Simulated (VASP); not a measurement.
# Sn (Im-3m) in VASP: a series of runs

Sn is run at these levels: LDA; tasks: single point, relaxation of cell and atoms.

Everything below comes from runs of VASP 6.6.1. Logs are shortened: lines on timing, memory, paths and dates and some standing lists are left out, and cuts for length are marked.

## 1. The cell of the first run

It takes space group Im-3m (No. 229, cubic). Conventional cell: a = 3.716 Å, b = 3.716 Å, c = 3.716 Å, α = 90.00°, β = 90.00°, γ = 90.00°. Sn (site symmetry m-3m) has 14 Sn at 3.22 to 3.72 Å within 4.2 Å.

## 2. Single point, LDA

INCAR

```
SYSTEM = Sn
ALGO = Normal ; EDIFF = 1E-6
ENCUT = 520 ; GGA = CA
ISIF = 2 ; ISMEAR = -1
LASPH = .True. ; LCHARG = .False.
LREAL = .False. ; LWAVE = .False.
NBANDS = 13 ; NELM = 60
PREC = Accurate ; SIGMA = 0.1
```

KPOINTS

```
k-points
0
Gamma
  11 11 11
  0 0 0
```

POSCAR

```
Sn
1.0
   -1.8579900664      1.8579900664      1.8579900664
    1.8579900664     -1.8579900664      1.8579900664
    1.8579900664      1.8579900664     -1.8579900664
Sn
1
Direct
    0.0000000000      0.0000000000      0.0000000000
```

Potentials or basis: VASP PAW LDA potentials, release 64 (Sn_d).

Started as:

```console
> cat potpaw_LDA.64/Sn_d/POTCAR > POTCAR
> mpirun -np 1 vasp_std > vasp.out
```

OUTCAR:

```text
SYSTEM = Sn
   EDIFF = 1E-6
   ENCUT = 520
   GGA = CA
   ISIF = 2
   ISMEAR = -1
   LASPH = .True.
   LREAL = .False.
   NELM = 60
   PREC = Accurate

 ion  position               nearest neighbor table
   1  0.000  0.000  0.000-

  LATTYP: Found a body centered cubic cell.
 ALAT       =     3.7159801328

  Lattice vectors:

 A1 = (  -1.8579900664,   1.8579900664,   1.8579900664)
 A2 = (   1.8579900664,  -1.8579900664,   1.8579900664)
 A3 = (   1.8579900664,   1.8579900664,  -1.8579900664)

Analysis of symmetry for initial positions (statically):
=====================================================================
 Subroutine PRICEL returns:
 Original cell was already a primitive cell.

 Routine SETGRP: Setting up the symmetry group for a
 body centered cubic supercell.

 Subroutine GETGRP returns: Found 48 space group operations
 (whereof 48 operations were pure point group operations)
 out of a pool of 48 trial point group operations.

The static configuration has the point symmetry O_h .

Analysis of symmetry for dynamics (positions and initial velocities):
=====================================================================
 Subroutine PRICEL returns:
 Original cell was already a primitive cell.

 Routine SETGRP: Setting up the symmetry group for a
 body centered cubic supercell.

 Subroutine GETGRP returns: Found 48 space group operations
 (whereof 48 operations were pure point group operations)
 out of a pool of 48 trial point group operations.

The dynamic configuration has the point symmetry O_h .

 Subroutine INISYM returns: Found 48 space group operations
 (whereof 48 operations are pure point group operations),
 and found     1 'primitive' translations

----------------------------------------------------------------------------------------

                                     Primitive cell

  volume of cell :      25.6561

  direct lattice vectors                    reciprocal lattice vectors
    -1.857990066  1.857990066  1.857990066     0.000000000  0.269108005  0.269108005
     1.857990066 -1.857990066  1.857990066     0.269108005  0.000000000  0.269108005
     1.857990066  1.857990066 -1.857990066     0.269108005  0.269108005  0.000000000

  length of vectors
     3.218133195  3.218133195  3.218133195     0.380576190  0.380576190  0.380576190

  position of ions in fractional coordinates (direct lattice)
     0.000000000  0.000000000  0.000000000

  ion indices of the primitive-cell ions
   primitive index   ion index
                 1           1

----------------------------------------------------------------------------------------

 KPOINTS: k-points

Automatic generation of k-mesh.
 Grid dimensions read from file:
 generate k-points for:   11   11   11

 Generating k-lattice:

  Cartesian coordinates                     Fractional coordinates (reciprocal lattice)
     0.000000000  0.024464364  0.024464364     0.090909091  0.000000000  0.000000000
     0.024464364  0.000000000  0.024464364     0.000000000  0.090909091  0.000000000
     0.024464364  0.024464364  0.000000000     0.000000000  0.000000000  0.090909091

  Length of vectors
     0.034597835  0.034597835  0.034597835

  Shift w.r.t. Gamma in fractional coordinates (k-lattice)
     0.000000000  0.000000000  0.000000000

 Subroutine IBZKPT returns following result:
 ===========================================

 Found     56 irreducible k-points:

 Following reciprocal coordinates:
            Coordinates               Weight
  0.000000  0.000000  0.000000      1.000000
  0.090909  0.000000  0.000000     12.000000
  0.181818  0.000000  0.000000     12.000000
  0.272727  0.000000  0.000000     12.000000
  0.363636  0.000000  0.000000     12.000000
  0.454545  0.000000  0.000000     12.000000
[... 16 lines left out ...]
  0.272727  0.181818  0.090909     48.000000
  0.363636  0.181818  0.090909     24.000000
 [... further k-points ...]
   k-points           NKPTS =     56   k-points in BZ     NKDIM =     56   number of bands    NBANDS=     13
   number of dos      NEDOS =    301   number of ions     NIONS =      1
   total plane-waves  NPLWV =  13824
   dimension x,y,z NGX =    24 NGY =   24 NGZ =   24
   dimension x,y,z NGXF=    48 NGYF=   48 NGZF=   48
   ions per type =               1
   NGX,Y,Z   is equivalent  to a cutoff of  12.40, 12.40, 12.40 a.u.
   NGXF,Y,Z  is equivalent  to a cutoff of  24.80, 24.80, 24.80 a.u.
 SYSTEM =  Sn
   PREC   = accura    normal or accurate (medium, high low for compatibility)
   ISTART =      0    job   : 0-new  1-cont  2-samecut
   ICHARG =      2    charge: 1-file 2-atom 10-const
   ISPIN  =      1    spin polarized calculation?
   LNONCOLLINEAR =      F non collinear calculations
   LSORBIT =      F    spin-orbit coupling
   LASPH  =      T    aspherical Exc in radial PAW
   ENCUT  =  520.0 eV  38.22 Ry    6.18 a.u.   5.98  5.98  5.98*2*pi/ulx,y,z
   NELM   =     60;   NELMIN=  2; NELMDL= -5     # of ELM steps
   EDIFF  = 0.1E-05   stopping-criterion for ELM
   LREAL  =      F    real-space projection
   EDIFFG = 0.1E-04   stopping-criterion for IOM
   NSW    =      0    number of steps for IOM
   IBRION =     -1    ionic relax: 0-MD 1-quasi-New 2-CG
   NFREE  =      0    steps in history (QN), initial steepest desc. (CG)
   ISIF   =      2    stress and relaxation
   ISYM   =      2    0-nonsym 1-usesym 2-fastsym
   POTIM  = 0.5000    time-step for ionic-motion
   TEBEG  =    0.0;   TEEND  =   0.0 temperature during run
   PSTRESS=    0.0 pullay stress
   NELECT =      14.0000    total number of electrons
   NUPDOWN=      -1.0000    fix difference up-down
   EMIN   =  10.00;   EMAX   =-10.00  energy-range for DOS
   EFERMI =   0.00;   METHOD = LEGACY
   ISMEAR =    -1;   SIGMA  =   0.10  broadening in eV -4-tet -1-fermi 0-gaus
   EFERMI_NEDOS =   21; number of points for ismear=-14 and -15
   IALGO  =     38    algorithm
   IMIX   =      4    mixing-type and parameters
     AMIX     =   0.40;   BMIX     =  1.00
     AMIX_MAG =   1.60;   BMIX_MAG =  1.00
  volume/ion in A,a.u.               =      25.66       173.14
  Fermi-wavevector in a.u.,A,eV,Ry     =   1.337788  2.528054 24.350048  1.789678
  Thomas-Fermi vector in A             =   2.466310
   LORBIT       =      0    0 simple, 1 ext, 2 COOP (PROOUT), +10 PAW based schemes
   GGA     = CA    functional components
   LHFCALC =     F    Hartree Fock is set to
   AEXX    =    0.0000 exact exchange contribution
   IVDW    =     0    specifies the selected vdW correction
   LEPSILON=     F    determine dielectric tensor
   LRPA    =     F    only Hartree local field effects (RPA)
 non-spin polarized calculation
  energy-cutoff  :      520.00
  volume of cell :       25.66
 maximum number of plane-waves:       704
   NGX = 11   NGY = 11   NGZ = 11

 number of electron      13.9999994 magnetization

 Free energy of the ion-electron system (eV)
  ---------------------------------------------------
  ext. energy  EPLUGINS =         0.00000000
  ---------------------------------------------------
  free energy    TOTEN  =        -4.44272604 eV

  energy without entropy =       -4.42256444  energy(sigma->0) =       -4.43264524

 E-fermi :   8.5311     XC(G=0): -10.8777

 val. band max:        8.5119508843   @ k =  -0.4545   0.4545   0.3636
 cond. band min:       8.6242466014   @ k =  -0.2727   0.3636   0.1818
 fundamental gap:      0.1122957171
 Fermi energy:         8.5310796775

 k-point     1 :       0.0000    0.0000    0.0000
  band No.  band energies     occupation
      1     -12.9507      2.00000
      2     -12.9507      2.00000
      3     -12.9507      2.00000
      4     -12.7828      2.00000
      5     -12.7828      2.00000
      6      -2.9961      2.00000
      7      16.9139      0.00000
      8      16.9139      0.00000
      9      16.9139      0.00000
     10      20.8621      0.00000
     11      20.8621      0.00000
     12      20.8621      0.00000
     13      21.7732      0.00000

 k-point     2 :       0.0909    0.0000    0.0000
  band No.  band energies     occupation
      1     -12.9552      2.00000
      2     -12.9444      2.00000
      3     -12.9299      2.00000
      4     -12.7878      2.00000
      5     -12.7833      2.00000
      6      -2.8073      2.00000
      7      15.3685      0.00000
      8      16.1947      0.00000
      9      16.6465      0.00000
     10      19.4891      0.00000
     11      19.8305      0.00000
     12      20.5812      0.00000
     13      22.4661      0.00000

 k-point     3 :       0.1818    0.0000    0.0000
  band No.  band energies     occupation
      1     -12.9672      2.00000
      2     -12.9306      2.00000
      3     -12.8737      2.00000
      4     -12.7990      2.00000
      5     -12.7848      2.00000
      6      -2.2391      2.00000
      7      12.4156      0.00000
      8      14.8777      0.00000
      9      15.9461      0.00000
     10      18.4108      0.00000
     11      18.7452      0.00000
     12      20.6984      0.00000
     13      22.9404      0.00000
[... 305 lines left out ...]
 k-point    23 :       0.2727    0.1818    0.0909
  band No.  band energies     occupation
      1     -12.9672      2.00000
      2     -12.9040      2.00000
      3     -12.7953      2.00000
      4     -12.7931      2.00000
      5     -12.7479      2.00000
      6       1.6041      2.00000
      7       6.1270      2.00000
      8       8.7148      0.27471
      9      10.9357      0.00000
     10      21.3189      0.00000
     11      22.8079      0.00000
     12      23.5307      0.00000
     13      25.6731      0.00000

 k-point    24 :       0.3636    0.1818    0.0909
  band No.  band energies     occupation
      1     -12.9685      2.00000
      2     -12.8917      2.00000
      3     -12.7940      2.00000
      4     -12.7899      2.00000
      5     -12.7521      2.00000
      6       2.6538      2.00000
      7       4.8508      2.00000
      8       8.3917      1.60232
      9      10.7491      0.00000
     10      21.2115      0.00000
     11      23.0646      0.00000
     12      24.3970      0.00000
     13      24.8006      0.00000

 [... further k-points ...]
[... 5 lines left out ...]
  --------------------------------------------------------------------------------------
  -------------------------------------------------------------------------------------
  Total       -0.0066429     -0.0066429     -0.0066429      0.0000000     -0.0000000      0.0000000
  in kB       -0.4148364     -0.4148364     -0.4148364      0.0000000     -0.0000000      0.0000000
  external PRESSURE =      -0.4148364 kB  Pullay stress =       0.0000000 kB

 VOLUME and BASIS-vectors are now :
 -----------------------------------------------------------------------------
  energy-cutoff  :      520.00
  volume of cell :       25.66
      direct lattice vectors                 reciprocal lattice vectors
    -1.857990066  1.857990066  1.857990066     0.000000000  0.269108005  0.269108005
     1.857990066 -1.857990066  1.857990066     0.269108005  0.000000000  0.269108005
     1.857990066  1.857990066 -1.857990066     0.269108005  0.269108005  0.000000000

 POSITION                                       TOTAL-FORCE (eV/Angst)
 -----------------------------------------------------------------------------------
      0.00000      0.00000      0.00000         0.000000     -0.000000      0.000000
 -----------------------------------------------------------------------------------
    total drift:                                0.000000      0.000000     -0.000000

  FREE ENERGIE OF THE ION-ELECTRON SYSTEM (eV)
  ---------------------------------------------------
  free  energy   TOTEN  =        -4.4427260370 eV

  energy  without entropy=       -4.4225644427  energy(sigma->0) =       -4.43264524
```

Run time: 6.6 s. Hardware: 1 thread of Intel Xeon Platinum 8488C (Sapphire Rapids), shared host; peak memory 0.13 GiB.

What came out:

```
Free energy            : -4.4427 eV
Pressure               : 0.0 GPa
Band gap on the k mesh : zero (band 7 reaches 16.91 eV, above the bottom of band 8 at 5.99 eV)
```

Caveat: spin-orbit coupling is left out, which moves the levels of the heavy elements.

## 3. Single point, LDA

This run uses another cell than the first one, of 24.84 Å³/atom, 0.968 times its volume.

INCAR

```
PREC = Accurate
ENCUT = 520
EDIFF = 1E-6
ISMEAR = -1
SIGMA = 0.1
LREAL = False
LASPH = True
NELM = 80
ALGO = Normal
ISIF = 2
LWAVE = False
LCHARG = False
GGA = CA
NBANDS = 13
```

KPOINTS

```
Automatic mesh
0
Gamma
  11 11 11
```

POSCAR

```
Sn
1.0
   -1.8381074742      1.8381074742      1.8381074742
    1.8381074742     -1.8381074742      1.8381074742
    1.8381074742      1.8381074742     -1.8381074742
Sn
1
Direct
    0.0000000000      0.0000000000      0.0000000000
```

Potentials or basis: VASP PAW LDA potentials, release 64 (Sn_d).

Started as:

```console
> cat potpaw_LDA.64/Sn_d/POTCAR > POTCAR
> mpirun -np 1 vasp_std > vasp.out
```

Wall time 6.6 s (1 thread of Intel Xeon Platinum 8488C (Sapphire Rapids), shared host); peak memory 0.13 GiB.

Results (log left out):

```
Free energy            : -4.4375 eV
Pressure               : 2.0 GPa
Band gap on the k mesh : zero (band 7 reaches 17.65 eV, above the bottom of band 8 at 6.31 eV)
```

Levels at points of the mesh, in eV from the Fermi level:
```tsv
k point	band 4	band 5	band 6	band 7	band 8	band 9	band 10	band 11
(0.00, 0.00, 0.00)	-21.32	-21.32	-11.78	8.71	8.71	8.71	12.39	12.39
```

Caveat: spin-orbit coupling is left out, which moves the levels of the heavy elements.

(Part 1 of 2 ends here.)
